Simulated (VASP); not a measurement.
# ZnS in VASP: further runs

The runs below take ZnS through single point, with r2SCAN, PBE.

Program: VASP 6.6.1. These are calculated values, not measurements. Logs are shortened: lines on timing, memory, paths and dates and some standing lists are left out, and cuts for length are marked.

### Step 1. The cell of the first run

It takes space group R3m (No. 160, trigonal). Conventional cell: a = 3.807 Å, b = 3.807 Å, c = 28.065 Å, α = 90.00°, β = 90.00°, γ = 120.00°. Within 3.1 Å of Zn (site symmetry 3m) lie 4 S at 2.33 to 2.34 Å. Zn (site symmetry 3m) has 4 S at 2.33 Å within 3.1 Å. Zn (site symmetry 3m) has 4 S at 2.33 to 2.34 Å within 3.1 Å. Within 3.1 Å of S (site symmetry 3m) lie 4 Zn at 2.33 to 2.34 Å. Within 3.1 Å of S (site symmetry 3m) lie 4 Zn at 2.33 to 2.34 Å. S (site symmetry 3m) has 4 Zn at 2.33 Å within 3.1 Å.

### Step 2. Single point, r2SCAN

The input, POSCAR:

```
ZnS
1.0
    1.9034643092      1.0989656313      9.3548590261
   -1.9034643092      1.0989656313      9.3548590261
    0.0000000000     -2.1979312626      9.3548590261
Zn S
3 3
Direct
    0.9999752229      0.9999752229      0.9999752229
    0.2222749269      0.2222749269      0.2222749269
    0.4445585036      0.4445585036      0.4445585036
    0.0832701743      0.0832701743      0.0832701743
    0.5278391408      0.5278391408      0.5278391408
    0.3054080315      0.3054080315      0.3054080315
```

The input, INCAR.step1:

```
SYSTEM = ZnS
ALGO = Normal
EDIFF = 1E-4
ENCUT = 520
GGA = PE
ISMEAR = 0
LASPH = .True.
LCHARG = .False.
LREAL = .False.
LWAVE = .True.
NBANDS = 36
NELM = 60
PREC = Accurate
SIGMA = 0.01
```

The input, INCAR.step2:

```
SYSTEM = ZnS
ALGO = Normal
EDIFF = 1E-6
ENCUT = 520
ISIF = 2
ISMEAR = 0
ISTART = 1
LASPH = .True.
LCHARG = .True.
LELF = .True.
LMIXTAU = .True.
LREAL = .False.
LVHAR = .True.
LWAVE = .False.
METAGGA = R2SCAN
NBANDS = 36
NELM = 60
PREC = Accurate
SIGMA = 0.01
```

The input, KPOINTS:

```
k-points
0
Gamma
  8 8 8
  0 0 0
```

Potentials or basis: VASP PAW PBE potentials, release 64 (Zn, S).

Launch:

```bash
$ cat potpaw_PBE.64/Zn/POTCAR potpaw_PBE.64/S/POTCAR > POTCAR
$ cp INCAR.step1 INCAR
$ mpirun -np 1 vasp_std > vasp.out
$ cp INCAR.step2 INCAR
$ mpirun -np 1 vasp_std > vasp.out
```

OUTCAR:

```text
SYSTEM = ZnS
   EDIFF = 1E-6
   ENCUT = 520
   ISIF = 2
   ISMEAR = 0
   ISTART = 1
   LASPH = .True.
   LREAL = .False.
   METAGGA = R2SCAN
   NELM = 60
   PREC = Accurate

 ion  position               nearest neighbor table
   1  1.000  1.000  1.000-   6 2.33   6 2.33   6 2.33   4 2.34
   2  0.222  0.222  0.222-   5 2.33   5 2.33   5 2.33   6 2.33
   3  0.445  0.445  0.445-   4 2.33   4 2.33   4 2.33   5 2.34
   4  0.083  0.083  0.083-   3 2.33   3 2.33   3 2.33   1 2.34
   5  0.528  0.528  0.528-   2 2.33   2 2.33   2 2.33   3 2.34
   6  0.305  0.305  0.305-   2 2.33   1 2.33   1 2.33   1 2.33

  LATTYP: Found a trigonal (rhomboedric) cell.
 ALAT       =     9.6095936040
 COS(alpha) =     0.9215289563

  Lattice vectors:

 A1 = (   1.9034643092,   1.0989656313,   9.3548590261)
 A2 = (  -1.9034643092,   1.0989656313,   9.3548590261)
 A3 = (   0.0000000000,  -2.1979312626,   9.3548590261)

Analysis of symmetry for initial positions (statically):
=====================================================================
 Subroutine PRICEL returns:
 Original cell was already a primitive cell.

 Routine SETGRP: Setting up the symmetry group for a
 trigonal (rhombohedral) supercell.

 Subroutine GETGRP returns: Found  6 space group operations
 (whereof  6 operations were pure point group operations)
 out of a pool of 12 trial point group operations.

The static configuration has the point symmetry C_3v.

Analysis of symmetry for dynamics (positions and initial velocities):
=====================================================================
 Subroutine PRICEL returns:
 Original cell was already a primitive cell.

 Routine SETGRP: Setting up the symmetry group for a
 trigonal (rhombohedral) supercell.

 Subroutine GETGRP returns: Found  6 space group operations
 (whereof  6 operations were pure point group operations)
 out of a pool of 12 trial point group operations.

The dynamic configuration has the point symmetry C_3v.

 Subroutine INISYM returns: Found  6 space group operations
 (whereof  6 operations are pure point group operations),
 and found     1 'primitive' translations

----------------------------------------------------------------------------------------

                                     Primitive cell

  volume of cell :     117.4133

  direct lattice vectors                    reciprocal lattice vectors
[... 91 lines left out ...]
   LSORBIT =      F    spin-orbit coupling
   LASPH  =      T    aspherical Exc in radial PAW
   ENCUT  =  520.0 eV  38.22 Ry    6.18 a.u.  17.87 17.87 17.87*2*pi/ulx,y,z
   NELM   =     60;   NELMIN=  2; NELMDL=  0     # of ELM steps
   EDIFF  = 0.1E-05   stopping-criterion for ELM
   LREAL  =      F    real-space projection
[... 7 lines left out ...]
   TEBEG  =    0.0;   TEEND  =   0.0 temperature during run
   PSTRESS=    0.0 pullay stress
   NELECT =      54.0000    total number of electrons
   NUPDOWN=      -1.0000    fix difference up-down
   EMIN   =  10.00;   EMAX   =-10.00  energy-range for DOS
   EFERMI =   0.00;   METHOD = LEGACY
   ISMEAR =     0;   SIGMA  =   0.01  broadening in eV -4-tet -1-fermi 0-gaus
   EFERMI_NEDOS =   21; number of points for ismear=-14 and -15
   IALGO  =     38    algorithm
   IMIX   =      4    mixing-type and parameters
     AMIX     =   0.40;   BMIX     =  1.00
     AMIX_MAG =   1.60;   BMIX_MAG =  1.00
  volume/ion in A,a.u.               =      19.57       132.06
  Fermi-wavevector in a.u.,A,eV,Ry     =   1.263670  2.387990 21.726621  1.596862
  Thomas-Fermi vector in A             =   2.397015
   LORBIT       =      0    0 simple, 1 ext, 2 COOP (PROOUT), +10 PAW based schemes
   METAGGA = R2SCAN    functional components
   LHFCALC =     F    Hartree Fock is set to
   AEXX    =    0.0000 exact exchange contribution
   IVDW    =     0    specifies the selected vdW correction
   LEPSILON=     F    determine dielectric tensor
   LRPA    =     F    only Hartree local field effects (RPA)
 non-spin polarized calculation
 Gauss-broadening in eV      SIGMA  =   0.01
  energy-cutoff  :      520.00
  volume of cell :      117.41
 maximum number of plane-waves:      3182
   NGX = 35   NGY = 35   NGZ = 35

 number of electron      53.9999979 magnetization

 Free energy of the ion-electron system (eV)
  ---------------------------------------------------
  ext. energy  EPLUGINS =         0.00000000
  ---------------------------------------------------
  free energy    TOTEN  =       -56.58986823 eV

  energy without entropy =      -56.58986823  energy(sigma->0) =      -56.58986823

 E-fermi :   1.9841     XC(G=0): -10.3202

 val. band max:        1.9201242546   @ k =   0.0000   0.0000   0.0000
 cond. band min:       4.6851148095   @ k =   0.0000   0.0000   0.0000
 fundamental gap:      2.7649905549
 Fermi energy:         1.9841356267

 k-point     1 :       0.0000    0.0000    0.0000
  band No.  band energies     occupation
      1     -11.8311      2.00000
      2     -11.1481      2.00000
      3     -11.1388      2.00000
      4      -4.6163      2.00000
      5      -4.6076      2.00000
      6      -4.6076      2.00000
[... 925 lines left out ...]
     35       9.8918      0.00000
     36      10.3292      0.00000

 [... further k-points ...]

------------------------ aborting loop because EDIFF is reached ----------------------------------------

  FORCE on cell =-STRESS in cart. coord.  units (eV):
  Direction    XX          YY          ZZ          XY          YZ          ZX
  --------------------------------------------------------------------------------------
  -------------------------------------------------------------------------------------
  Total        0.0738994      0.0738994      0.0520721      0.0000000      0.0000000      0.0000000
  in kB        1.0084025      1.0084025      0.7105563      0.0000000      0.0000000      0.0000000
  external PRESSURE =       0.9091204 kB  Pullay stress =       0.0000000 kB

 VOLUME and BASIS-vectors are now :
 -----------------------------------------------------------------------------
  energy-cutoff  :      520.00
  volume of cell :      117.41
      direct lattice vectors                 reciprocal lattice vectors
     1.903464309  1.098965631  9.354859026     0.262678947  0.151657761  0.035632107
    -1.903464309  1.098965631  9.354859026    -0.262678947  0.151657761  0.035632107
     0.000000000 -2.197931263  9.354859026     0.000000000 -0.303315521  0.035632107

 POSITION                                       TOTAL-FORCE (eV/Angst)
 -----------------------------------------------------------------------------------
      0.00000      0.00000     28.06388         0.000000     -0.000000     -0.002590
      0.00000      0.00000      6.23805         0.000000      0.000000     -0.000605
      0.00000      0.00000     12.47635         0.000000      0.000000      0.000280
      0.00000      0.00000      2.33694         0.000000      0.000000      0.001054
      0.00000      0.00000     14.81358         0.000000      0.000000      0.000319
      0.00000      0.00000      8.57115         0.000000      0.000000      0.001542
 -----------------------------------------------------------------------------------
    total drift:                               -0.000000     -0.000000     -0.024281

  FREE ENERGIE OF THE ION-ELECTRON SYSTEM (eV)
  ---------------------------------------------------
  free  energy   TOTEN  =       -56.5898682278 eV

  energy  without entropy=      -56.5898682278  energy(sigma->0) =      -56.58986823
```

OUTCAR.step1:

```text
SYSTEM = ZnS
   EDIFF = 1E-4
   ENCUT = 520
   GGA = PE
   ISMEAR = 0
   LASPH = .True.
   LREAL = .False.
   NELM = 60
[... 1171 lines left out ...]
      0.00000      0.00000      2.33694         0.000000      0.000000     -0.001783
      0.00000      0.00000     14.81358         0.000000     -0.000000     -0.004045
      0.00000      0.00000      8.57115         0.000000      0.000000     -0.003071
 -----------------------------------------------------------------------------------
    total drift:                               -0.000000     -0.000000     -0.000254

  FREE ENERGIE OF THE ION-ELECTRON SYSTEM (eV)
  ---------------------------------------------------
  free  energy   TOTEN  =       -20.5172666568 eV

  energy  without entropy=      -20.5172666568  energy(sigma->0) =      -20.51726666
```

Wall time 57 min (1 thread of Intel Xeon Platinum 8559C (Emerald Rapids), shared host); peak memory 0.91 GiB.

What came out:

```
Free energy            : -56.5899 eV
Pressure               : 0.1 GPa
Band gap on the k mesh : 2.77 eV
```

Forces in eV/Å, atoms in the order of the input:
```
Zn   0.000  0.000 -0.003
Zn   0.000  0.000 -0.001
Zn   0.000  0.000  0.000
S    0.000  0.000  0.001
S    0.000  0.000  0.000
S    0.000  0.000  0.002
```

Levels at points of the mesh, in eV from the valence-band top:
| k point | band 23 | band 24 | band 25 | band 26 | band 27 | band 28 | band 29 | band 30 | band 31 | band 32 |
| --- | --- | --- | --- | --- | --- | --- | --- | --- | --- | --- |
| (0.00, 0.00, 0.00) | -0.70 | -0.70 | -0.06 | 0.00 | 0.00 | 2.77 | 3.85 | 4.00 | 6.82 | 6.82 |
| (0.50, 0.00, 0.00) | -2.21 | -2.00 | -1.99 | -1.33 | -0.91 | 3.74 | 4.31 | 4.50 | 5.33 | 5.68 |
| (0.50, 0.50, 0.00) | -2.31 | -1.91 | -1.31 | -1.31 | -1.30 | 3.77 | 4.02 | 4.74 | 5.37 | 6.25 |
| (0.50, 0.50, 0.50) | -0.91 | -0.25 | -0.25 | -0.24 | -0.24 | 3.68 | 3.84 | 3.99 | 6.77 | 6.84 |

Caveat: the PAW data sets were made with another functional, which shifts forces and pressure a little.

### Step 3. Single point, PBE (shear xy strain +0.5%)

The input, INCAR:

```
PREC = Accurate
ENCUT = 520
EDIFF = 1E-6
ISMEAR = -1
SIGMA = 0.02
LREAL = False
LASPH = True
NELM = 80
ALGO = Normal
ISIF = 2
LWAVE = False
LCHARG = False
GGA = PE
NBANDS = 36
```

The input, KPOINTS:

```
regular mesh
0
Gamma
  8 8 8
```

The input, POSCAR:

```
ZnS
1.0
    1.9059369819      1.1032484260      9.3548590261
   -1.9009916365      1.0946828366      9.3548590261
   -0.0049453453     -2.1979312626      9.3548590261
Zn S
3 3
Direct
    0.9993087102      1.0006582266      0.9999799789
    0.2226380282      0.2219219580      0.2222903944
    0.4444205077      0.4447191624      0.4445597807
    0.0820730002      0.0844638015      0.0832518585
    0.5291872228      0.5264601943      0.5278406480
    0.3056985309      0.3051026572      0.3054033396
```

Potentials or basis: VASP PAW PBE potentials, release 64 (Zn, S).

Launch:

```bash
$ cat potpaw_PBE.64/Zn/POTCAR potpaw_PBE.64/S/POTCAR > POTCAR
$ mpirun -np 1 vasp_std > vasp.out
```

Run time: 2.2 h. Hardware: 1 thread of Oxide Virtual Turin-like, shared host; peak memory 1.2 GiB.

The run converged. Its results:

* Free energy: -20.5170 eV
* Pressure: 2.4 GPa
* Band gap on the k mesh: 2.19 eV

Stress tensor (GPa, compression positive):
```
 2.42 -0.15 -0.02
-0.15  2.43  0.00
-0.02  0.00  2.45
```

Levels at points of the mesh, in eV from the valence-band top:
```tsv
k point	band 24	band 25	band 26	band 27	band 28	band 29	band 30	band 31
(0.00, 0.00, 0.00)	-0.68	-0.07	-0.02	0.00	2.19	3.32	3.47	6.30
(0.50, 0.00, 0.00)	-1.94	-1.93	-1.32	-0.88	3.34	3.92	4.08	4.88
(0.00, 0.50, 0.00)	-1.98	-1.97	-1.31	-0.91	3.32	3.86	4.02	4.86
(0.50, 0.50, 0.00)	-1.89	-1.29	-1.28	-1.28	3.33	3.64	4.27	4.94
(0.00, 0.00, 0.50)	-1.96	-1.95	-1.31	-0.90	3.33	3.89	4.05	4.87
(0.50, 0.00, 0.50)	-1.88	-1.30	-1.30	-1.29	3.32	3.61	4.25	4.93
(0.00, 0.50, 0.50)	-1.89	-1.29	-1.27	-1.26	3.34	3.67	4.29	4.94
(0.50, 0.50, 0.50)	-0.27	-0.26	-0.25	-0.24	3.17	3.29	3.43	6.26
```

Caveat: the cell differs from its parent crystal (shear xy strain +0.5%). A k mesh can miss the band edges.
